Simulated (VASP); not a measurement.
# Rh (Fm-3m) in VASP: notebook, part 2 of 2

VASP 6.6.1. The steps go on from the part before.

**4. Single point, PBE**

INCAR reads:

```
SYSTEM = Rh
ALGO = Normal
EDIFF = 1E-6
ENCUT = 500
GGA = PE
GGA_COMPAT = .False.
ISIF = 2
ISMEAR = -5
LASPH = .True.
LCHARG = .False.
LREAL = .False.
LWAVE = .False.
NBANDS = 14
NELM = 120
PREC = Accurate
SIGMA = 0.1
```

KPOINTS reads:

```
k-points
0
Gamma
  14 14 14
  0 0 0
```

POSCAR reads:

```
Rh
1.0
    0.0000000000      1.8978500000      1.8978500000
    1.8978500000      0.0000000000      1.8978500000
    1.8978500000      1.8978500000      0.0000000000
Rh
1
Direct
    0.0000000000      0.0000000000      0.0000000000
```

Potentials or basis: VASP PAW PBE potentials, release 64 (Rh_pv).

Run with:

```
$ cat potpaw_PBE.64/Rh_pv/POTCAR > POTCAR
$ mpirun -np 1 vasp_std > vasp.out
```

OUTCAR:

```text
SYSTEM = Rh
   EDIFF = 1E-6
   ENCUT = 500
   GGA = PE
   ISIF = 2
   ISMEAR = -5
   LASPH = .True.
   LREAL = .False.
   NELM = 120
   PREC = Accurate

 ion  position               nearest neighbor table
   1  0.000  0.000  0.000-

  LATTYP: Found a face centered cubic cell.
 ALAT       =     3.7957000000

  Lattice vectors:

 A1 = (   0.0000000000,   1.8978500000,   1.8978500000)
 A2 = (   1.8978500000,   0.0000000000,   1.8978500000)
 A3 = (   1.8978500000,   1.8978500000,   0.0000000000)

Analysis of symmetry for initial positions (statically):
=====================================================================
 Subroutine PRICEL returns:
 Original cell was already a primitive cell.

 Routine SETGRP: Setting up the symmetry group for a
 face centered cubic supercell.

 Subroutine GETGRP returns: Found 48 space group operations
 (whereof 48 operations were pure point group operations)
 out of a pool of 48 trial point group operations.

The static configuration has the point symmetry O_h .

Analysis of symmetry for dynamics (positions and initial velocities):
=====================================================================
 Subroutine PRICEL returns:
 Original cell was already a primitive cell.

[... 164 lines left out ...]
      1     -34.3803      2.00000
      2     -34.3803      2.00000
      3     -34.3803      2.00000
      4       4.0069      2.00000
      5       8.9039      2.00000
      6       8.9039      2.00000
      7       8.9039      2.00000
      8      11.0085      2.00000
      9      11.0085      2.00000
     10      27.9994      0.00000
     11      32.5276      0.00000
     12      33.4927      0.00000
     13      33.4927      0.00000
     14      33.4927      0.00000
[... 377 lines left out ...]
      1     -34.7549      2.00000
      2     -34.4841      2.00000
      3     -34.4761      2.00000
      4       6.2681      2.00000
      5       7.8874      2.00000
      6       9.2527      2.00000
      7       9.8184      2.00000
      8      11.0873      2.03418
      9      11.7399      1.65875
     10      28.0249      0.00000
     11      30.4452      0.00000
     12      32.5270      0.00000
     13      32.7375      0.00000
     14      33.9855      0.00000

 [... further k-points ...]
[... 5 lines left out ...]
  --------------------------------------------------------------------------------------
  -------------------------------------------------------------------------------------
  Total        0.6436574      0.6436574      0.6436574      0.0000000      0.0000000      0.0000000
  in kB       75.4309737     75.4309737     75.4309737      0.0000000      0.0000000      0.0000000
  external PRESSURE =      75.4309737 kB  Pullay stress =       0.0000000 kB

 VOLUME and BASIS-vectors are now :
 -----------------------------------------------------------------------------
  energy-cutoff  :      500.00
  volume of cell :       13.67
      direct lattice vectors                 reciprocal lattice vectors
     0.000000000  1.897850000  1.897850000    -0.263456016  0.263456016  0.263456016
     1.897850000  0.000000000  1.897850000     0.263456016 -0.263456016  0.263456016
     1.897850000  1.897850000  0.000000000     0.263456016  0.263456016 -0.263456016

 POSITION                                       TOTAL-FORCE (eV/Angst)
 -----------------------------------------------------------------------------------
      0.00000      0.00000      0.00000         0.000000      0.000000      0.000000
 -----------------------------------------------------------------------------------
    total drift:                                0.000000      0.000000      0.000000

  FREE ENERGIE OF THE ION-ELECTRON SYSTEM (eV)
  ---------------------------------------------------
  free  energy   TOTEN  =        -7.2456565925 eV

  energy  without entropy=       -7.2456565925  energy(sigma->0) =       -7.24565659
```

stdout:

```text
POSCAR found type information on POSCAR Rh
 POSCAR found :  1 types and       1 ions
 scaLAPACK will be used
 LDA part: xc-table for (Slater+PW92), standard interpolation
 POSCAR, INCAR and KPOINTS ok, starting setup
 FFT: planning ... GRIDC
 FFT: planning ... GRID_SOFT
 FFT: planning ... GRID
 WAVECAR not read
 entering main loop
 -----------------------------------------------------------------------------
|                                                                             |
|           W    W    AA    RRRRR   N    N  II  N    N   GGGG   !!!           |
|           W    W   A  A   R    R  NN   N  II  NN   N  G    G  !!!           |
|           W    W  A    A  R    R  N N  N  II  N N  N  G       !!!           |
|           W WW W  AAAAAA  RRRRR   N  N N  II  N  N N  G  GGG   !            |
|           WW  WW  A    A  R   R   N   NN  II  N   NN  G    G                |
|           W    W  A    A  R    R  N    N  II  N    N   GGGG   !!!           |
|                                                                             |
|     Tetrahedron method does not include variations of the Fermi             |
|     occupations, so forces and stress will be inaccurate. We suggest        |
|     using a different smearing scheme ISMEAR = 1 or 2 for metals in         |
|     relaxations.                                                            |
|                                                                             |
 -----------------------------------------------------------------------------
```

Run time: 27 s. Hardware: 1 thread of Intel Xeon 8259CL, shared host; peak memory 0.13 GiB.

What came out:

| Item | Value |
| --- | --- |
| Free energy | -7.2457 eV |
| Pressure | 7.5 GPa |

Levels at points of the mesh, in eV from the Fermi level:
```csv
k point,band 3,band 4,band 5,band 6,band 7,band 8,band 9,band 10,band 11,band 12
"(0.00, 0.00, 0.00)",-46.39,-8.00,-3.10,-3.10,-3.10,-1.00,-1.00,15.99,20.52,21.49
"(0.50, 0.00, 0.00)",-46.49,-6.16,-3.18,-3.18,0.58,0.58,0.73,8.70,15.50,20.52
"(0.50, 0.50, 0.00)",-46.66,-6.37,-6.00,0.55,1.00,1.00,3.27,12.35,13.36,13.36
```

Caveat: tetrahedron occupations give inexact forces and stress in metals.

**5. Single point, PBE**

INCAR reads:

```
SYSTEM = Rh
PREC = Accurate ; ENCUT = 500
EDIFF = 1E-6 ; ISMEAR = 1
SIGMA = 0.05 ; LREAL = .FALSE.
LASPH = .TRUE. ; NELM = 120
ALGO = Normal ; ISIF = 2
LWAVE = .FALSE. ; LCHARG = .FALSE.
GGA = PE ; NBANDS = 14
GGA_COMPAT = .FALSE.
```

KPOINTS reads:

```
regular mesh
0
G
  14 14 14
  0 0 0
```

POSCAR is that of step 4.

Run with:

```
$ cat potpaw_PBE.64/Rh_pv/POTCAR > POTCAR
$ mpirun -np 1 vasp_std > vasp.out
```

Wall time 26 s (1 thread of Intel Xeon 8259CL, shared host); peak memory 0.13 GiB.

Results (log left out):

```
Free energy : -7.2494 eV
Pressure    : 7.6 GPa
```

Levels at points of the mesh, in eV from the Fermi level:
```csv
k point,band 4,band 5,band 6,band 7,band 8,band 9,band 10,band 11
"(0.00, 0.00, 0.00)",-7.97,-3.06,-3.06,-3.06,-0.95,-0.95,16.03,20.58
"(0.50, 0.00, 0.00)",-6.12,-3.14,-3.14,0.62,0.62,0.76,8.74,15.53
"(0.50, 0.50, 0.00)",-6.33,-5.95,0.59,1.05,1.05,3.31,12.39,13.39
```

**6. Single point, PBE**

INCAR reads:

```
ALGO     = Normal         # electronic algorithm
EDIFF    = 1E-6           # SCF threshold, eV
ENCUT    = 500            # plane-wave cutoff, eV
GGA      = PE             # functional
GGA_COMPAT= False        
ISIF     = 2              # what is computed and relaxed
ISMEAR   = -1             # smearing method
LASPH    = True           # aspherical terms in the spheres
LCHARG   = False          # write CHGCAR
LREAL    = False          # projectors in reciprocal space
LWAVE    = False          # write WAVECAR
NBANDS   = 14             # bands
NELM     = 120            # most SCF steps
PREC     = Accurate       # precision mode
SIGMA    = 0.1            # smearing width, eV
```

KPOINTS reads:

```
k-points
0
Gamma
  14 14 14
```

POSCAR is that of step 5.

Potentials or basis: VASP PAW PBE potentials, release 64 (Rh_pv).

Run with:

```
$ cat potpaw_PBE.64/Rh_pv/POTCAR > POTCAR
$ mpirun -np 1 vasp_std > vasp.out
```

OUTCAR:

```text
EDIFF = 1E-6
   ENCUT = 500
   GGA = PE
   ISIF = 2
   ISMEAR = -1
   LASPH = True
   LREAL = False
   NELM = 120
   PREC = Accurate

 ion  position               nearest neighbor table
   1  0.000  0.000  0.000-

  LATTYP: Found a face centered cubic cell.
 ALAT       =     3.7957000000

  Lattice vectors:

 A1 = (   0.0000000000,   1.8978500000,   1.8978500000)
 A2 = (   1.8978500000,   0.0000000000,   1.8978500000)
 A3 = (   1.8978500000,   1.8978500000,   0.0000000000)

Analysis of symmetry for initial positions (statically):
=====================================================================
 Subroutine PRICEL returns:
 Original cell was already a primitive cell.

 Routine SETGRP: Setting up the symmetry group for a
 face centered cubic supercell.

 Subroutine GETGRP returns: Found 48 space group operations
 (whereof 48 operations were pure point group operations)
 out of a pool of 48 trial point group operations.

The static configuration has the point symmetry O_h .

Analysis of symmetry for dynamics (positions and initial velocities):
=====================================================================
 Subroutine PRICEL returns:
 Original cell was already a primitive cell.

 Routine SETGRP: Setting up the symmetry group for a
 face centered cubic supercell.

 Subroutine GETGRP returns: Found 48 space group operations
 (whereof 48 operations were pure point group operations)
 out of a pool of 48 trial point group operations.

The dynamic configuration has the point symmetry O_h .

 Subroutine INISYM returns: Found 48 space group operations
 (whereof 48 operations are pure point group operations),
 and found     1 'primitive' translations

----------------------------------------------------------------------------------------

                                     Primitive cell

  volume of cell :      13.6715

  direct lattice vectors                    reciprocal lattice vectors
     0.000000000  1.897850000  1.897850000    -0.263456016  0.263456016  0.263456016
     1.897850000  0.000000000  1.897850000     0.263456016 -0.263456016  0.263456016
     1.897850000  1.897850000  0.000000000     0.263456016  0.263456016 -0.263456016

  length of vectors
     2.683965209  2.683965209  2.683965209     0.456319205  0.456319205  0.456319205

  position of ions in fractional coordinates (direct lattice)
     0.000000000  0.000000000  0.000000000

  ion indices of the primitive-cell ions
   primitive index   ion index
                 1           1

----------------------------------------------------------------------------------------

 KPOINTS: k-points

Automatic generation of k-mesh.
 Grid dimensions read from file:
 generate k-points for:   14   14   14

 Generating k-lattice:

  Cartesian coordinates                     Fractional coordinates (reciprocal lattice)
    -0.018818287  0.018818287  0.018818287     0.071428571  0.000000000  0.000000000
     0.018818287 -0.018818287  0.018818287     0.000000000  0.071428571  0.000000000
     0.018818287  0.018818287 -0.018818287     0.000000000  0.000000000  0.071428571

  Length of vectors
     0.032594229  0.032594229  0.032594229

  Shift w.r.t. Gamma in fractional coordinates (k-lattice)
     0.000000000  0.000000000  0.000000000

 Subroutine IBZKPT returns following result:
 ===========================================

 Found    104 irreducible k-points:

 Following reciprocal coordinates:
            Coordinates               Weight
  0.000000  0.000000  0.000000      1.000000
  0.071429  0.000000  0.000000      8.000000
  0.142857  0.000000  0.000000      8.000000
  0.214286  0.000000  0.000000      8.000000
  0.285714  0.000000  0.000000      8.000000
  0.357143  0.000000  0.000000      8.000000
[... 16 lines left out ...]
  0.214286  0.142857  0.000000     24.000000
  0.285714  0.142857  0.000000     24.000000
 [... further k-points ...]
   k-points           NKPTS =    104   k-points in BZ     NKDIM =    104   number of bands    NBANDS=     14
   number of dos      NEDOS =    301   number of ions     NIONS =      1
   total plane-waves  NPLWV =   8000
   dimension x,y,z NGX =    20 NGY =   20 NGZ =   20
   dimension x,y,z NGXF=    40 NGYF=   40 NGZF=   40
   ions per type =               1
   NGX,Y,Z   is equivalent  to a cutoff of  12.39, 12.39, 12.39 a.u.
   NGXF,Y,Z  is equivalent  to a cutoff of  24.78, 24.78, 24.78 a.u.
 SYSTEM =  unknown system
   PREC   = accura    normal or accurate (medium, high low for compatibility)
   ISTART =      0    job   : 0-new  1-cont  2-samecut
   ICHARG =      2    charge: 1-file 2-atom 10-const
   ISPIN  =      1    spin polarized calculation?
   LNONCOLLINEAR =      F non collinear calculations
   LSORBIT =      F    spin-orbit coupling
   LASPH  =      T    aspherical Exc in radial PAW
   ENCUT  =  500.0 eV  36.75 Ry    6.06 a.u.   4.89  4.89  4.89*2*pi/ulx,y,z
   NELM   =    120;   NELMIN=  2; NELMDL= -5     # of ELM steps
   EDIFF  = 0.1E-05   stopping-criterion for ELM
   LREAL  =      F    real-space projection
   EDIFFG = 0.1E-04   stopping-criterion for IOM
   NSW    =      0    number of steps for IOM
   IBRION =     -1    ionic relax: 0-MD 1-quasi-New 2-CG
   NFREE  =      0    steps in history (QN), initial steepest desc. (CG)
   ISIF   =      2    stress and relaxation
   ISYM   =      2    0-nonsym 1-usesym 2-fastsym
   POTIM  = 0.5000    time-step for ionic-motion
   TEBEG  =    0.0;   TEEND  =   0.0 temperature during run
   PSTRESS=    0.0 pullay stress
   NELECT =      15.0000    total number of electrons
   NUPDOWN=      -1.0000    fix difference up-down
   EMIN   =  10.00;   EMAX   =-10.00  energy-range for DOS
   EFERMI =   0.00;   METHOD = LEGACY
   ISMEAR =    -1;   SIGMA  =   0.10  broadening in eV -4-tet -1-fermi 0-gaus
   EFERMI_NEDOS =   21; number of points for ismear=-14 and -15
   IALGO  =     38    algorithm
   IMIX   =      4    mixing-type and parameters
     AMIX     =   0.40;   BMIX     =  1.00
     AMIX_MAG =   1.60;   BMIX_MAG =  1.00
  volume/ion in A,a.u.               =      13.67        92.26
  Fermi-wavevector in a.u.,A,eV,Ry     =   1.688496  3.190795 38.790465  2.851019
  Thomas-Fermi vector in A             =   2.770792
   LORBIT       =      0    0 simple, 1 ext, 2 COOP (PROOUT), +10 PAW based schemes
   GGA     = PE    functional components
   LHFCALC =     F    Hartree Fock is set to
   AEXX    =    0.0000 exact exchange contribution
   IVDW    =     0    specifies the selected vdW correction
   LEPSILON=     F    determine dielectric tensor
   LRPA    =     F    only Hartree local field effects (RPA)
 non-spin polarized calculation
  energy-cutoff  :      500.00
  volume of cell :       13.67
 maximum number of plane-waves:       356
   NGX =  9   NGY =  9   NGZ =  9

 number of electron      15.0000007 magnetization

 Free energy of the ion-electron system (eV)
  ---------------------------------------------------
  ext. energy  EPLUGINS =         0.00000000
  ---------------------------------------------------
  free energy    TOTEN  =        -7.27037998 eV

  energy without entropy =       -7.22787788  energy(sigma->0) =       -7.24912893

 E-fermi :  12.0037     XC(G=0): -14.0666

 val. band max:       12.0033398881   @ k =   0.3571   0.0714   0.0000
 cond. band min:      12.0098505257   @ k =   0.4286   0.2857   0.0714
 fundamental gap:      0.0065106376
 Fermi energy:        12.0036715008

 k-point     1 :       0.0000    0.0000    0.0000
  band No.  band energies     occupation
      1     -34.3702      2.00000
      2     -34.3702      2.00000
      3     -34.3702      2.00000
      4       4.0072      2.00000
      5       8.9102      2.00000
      6       8.9102      2.00000
      7       8.9102      2.00000
      8      11.0150      1.99990
      9      11.0150      1.99990
     10      28.0000      0.00000
     11      32.5450      0.00000
     12      33.4920      0.00000
     13      33.4920      0.00000
     14      33.4920      0.00000

 k-point     2 :       0.0714    0.0000    0.0000
  band No.  band energies     occupation
      1     -34.4085      2.00000
      2     -34.3754      2.00000
      3     -34.3754      2.00000
      4       4.2131      2.00000
      5       8.8199      2.00000
      6       8.9901      2.00000
      7       8.9901      2.00000
      8      10.9709      1.99993
      9      10.9709      1.99993
     10      28.2978      0.00000
[... 362 lines left out ...]
 k-point    24 :       0.2857    0.1429    0.0000
  band No.  band energies     occupation
      1     -34.7450      2.00000
      2     -34.4741      2.00000
      3     -34.4660      2.00000
      4       6.2696      2.00000
      5       7.8925      2.00000
      6       9.2585      2.00000
      7       9.8248      2.00000
      8      11.0932      1.99978
      9      11.7469      1.85750
     10      28.0260      0.00000
     11      30.4468      0.00000
     12      32.5444      0.00000
     13      32.7390      0.00000
     14      33.9866      0.00000

 [... further k-points ...]
[... 5 lines left out ...]
  --------------------------------------------------------------------------------------
  -------------------------------------------------------------------------------------
  Total        0.6769232      0.6769232      0.6769232      0.0000000      0.0000000      0.0000000
  in kB       79.3294297     79.3294297     79.3294297      0.0000000      0.0000000      0.0000000
  external PRESSURE =      79.3294297 kB  Pullay stress =       0.0000000 kB

 VOLUME and BASIS-vectors are now :
 -----------------------------------------------------------------------------
  energy-cutoff  :      500.00
  volume of cell :       13.67
      direct lattice vectors                 reciprocal lattice vectors
     0.000000000  1.897850000  1.897850000    -0.263456016  0.263456016  0.263456016
     1.897850000  0.000000000  1.897850000     0.263456016 -0.263456016  0.263456016
     1.897850000  1.897850000  0.000000000     0.263456016  0.263456016 -0.263456016

 POSITION                                       TOTAL-FORCE (eV/Angst)
 -----------------------------------------------------------------------------------
      0.00000      0.00000      0.00000         0.000000      0.000000      0.000000
 -----------------------------------------------------------------------------------
    total drift:                                0.000000      0.000000      0.000000

  FREE ENERGIE OF THE ION-ELECTRON SYSTEM (eV)
  ---------------------------------------------------
  free  energy   TOTEN  =        -7.2703799779 eV

  energy  without entropy=       -7.2278778839  energy(sigma->0) =       -7.24912893
```

It took 26 s on 1 thread of Intel Xeon 8259CL, shared host; peak memory 0.14 GiB.

Results:

| Quantity | Value |
| --- | --- |
| Free energy | -7.2704 eV |
| Pressure | 7.9 GPa |

**7. Overview**

| k mesh | smearing | gap on the mesh (eV) | pressure (GPa) |
| --- | --- | --- | --- |
| 7 × 7 × 7 | fermi-dirac 0.1 eV | none | 6.6 |
| 14 × 14 × 14 | fermi-dirac 0.1 eV | none | 7.9 |
| 14 × 14 × 14 | tetrahedron | none | 7.5 |
| 14 × 14 × 14 | methfessel-paxton 0.05 eV | none | 7.6 |

Alike in all rows: task single point; level PBE; potentials or basis VASP PAW PBE potentials, release 64 (Rh_pv); no spin polarisation; cell as given; cutoff (eV) 500.

Caveats: some runs use coarse meshes; tetrahedron occupations give inexact forces and stress in metals (some runs).

Total energies depend on the potentials used, so only differences within one code and one set of settings carry meaning.
